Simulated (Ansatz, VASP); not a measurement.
CoSi in VASP and in Ansatz

```xyz
8
Lattice="4.4690 0.0000 0.0000 0.0000 4.4690 0.0000 0.0000 0.0000 4.4690" Properties=species:S:1:pos:R:3 pbc="T T T"
Co    0.6391    0.6391    0.6391
Co    1.5954    3.8300    2.8736
Co    2.8736    1.5954    3.8300
Co    3.8300    2.8736    1.5954
Si    3.7663    3.7663    3.7663
Si    2.9373    0.7028    1.5317
Si    1.5317    2.9373    0.7028
Si    0.7028    1.5317    2.9373
```

Alike in both runs: functional r2SCAN; k mesh 8 × 8 × 8; occupations gaussian, width 0.1 eV; no spin polarisation.

Ansatz relaxed the structure, and its values are those at the end. VASP's run is a single point on that final structure, the one shown.

|  | VASP | Ansatz |
| --- | --- | --- |
| version | VASP 6.6.1 | Ansatz 0.2.0 |
| potentials or method | VASP PAW PBE potentials, release 64 (Co, Si), cutoff 520 eV | scalar-relativistic, plane waves, PAW |
| valence electrons in the cell | 52 | 84 |

|  | VASP | Ansatz | Ansatz less VASP |
| --- | --- | --- | --- |
| gap on the k mesh at the Fermi level (eV) | none | none | - |
| pressure (GPa) | -12.4 | -12.4 | -0.03 |
| rms of the force components (eV/Å) | 0.005 | 0.005 | -0.0007 |

VASP's potentials were made for PBE, not for r2SCAN. A gap of «none» marks a metal or a gap that the smearing closes. With one functional, cell and mesh, what is left measures potentials, basis and numerics. VASP's potentials hold 52 valence electrons a cell and Ansatz's 84, so a difference there can come from the potentials and not from the codes. Ansatz's warnings: stress scf threshold loose.
